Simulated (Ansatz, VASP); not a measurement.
# KI in VASP and in Ansatz

INCAR

```
SYSTEM = KI
  PREC = Accurate
  ENCUT = 520
  EDIFF = 1E-6
  ISMEAR = 0
  SIGMA = 0.05
  LREAL = .FALSE.
  LASPH = .TRUE.
  NELM = 80
  ALGO = Normal
  ISIF = 2
  LWAVE = .FALSE.
  LCHARG = .FALSE.
  GGA = PS
  NBANDS = 15
```

File KPOINTS:

```
regular mesh
0
G
  6 6 6
  0 0 0
```

Contents of POSCAR:

```
KI
1.0
    0.0000000000      3.8065140000      3.8065140000
    3.8065140000      0.0000000000      3.8065140000
    3.8065140000      3.8065140000      0.0000000000
K I
1 1
Direct
    0.0000000000      0.0000000000      0.0000000000
    0.5000000000      0.5000000000      0.5000000000
```

Input for Ansatz:

```yaml
crystal:
  lattice:
    - [0.0, 3.806514, 3.806514]
    - [3.806514, 0.0, 3.806514]
    - [3.806514, 3.806514, 0.0]
  atoms:
    - { symbol: K, position: [0.0, 0.0, 0.0] }
    - { symbol: I, position: [0.5, 0.5, 0.5] }
basis:
  ecutwfc: 420
kpoints:
  mp_grid: { grid: [6, 6, 6] }
hamiltonian:
  xc: pbesol
scf:
  occupations: { method: gaussian, width: 0.05 }
output:
  forces: true
  stress: true
  eigenvalues: true
```

Change from the starting cell: strain +0.080 along x and y, +0.080 along z, atoms carried along.

Alike in both runs: task single point; functional PBEsol; k mesh 6 × 6 × 6; occupations gaussian, width 0.05 eV; no spin polarisation.

|  | VASP | Ansatz |
| --- | --- | --- |
| version | VASP 6.6.1 | Ansatz 0.2.0 |
| potentials or method | VASP PAW PBE potentials, release 64 (K_sv, I), cutoff 520 eV | scalar-relativistic, plane waves, PAW |
| valence electrons in the cell | 16 | 26 |

```tsv
	VASP	Ansatz	Ansatz less VASP
gap on the k mesh at the Fermi level (eV)	3.42	3.42	+0.003
least direct gap on the mesh (eV)	3.42	3.42	+0.003
pressure (GPa)	-1.6	-1.6	-0.01
```

VASP's potentials were made for PBE, not for PBEsol. VASP's potentials hold 16 valence electrons a cell and Ansatz's 26, so a difference there can come from the potentials and not from the codes.

Neither program's run includes spin-orbit coupling.
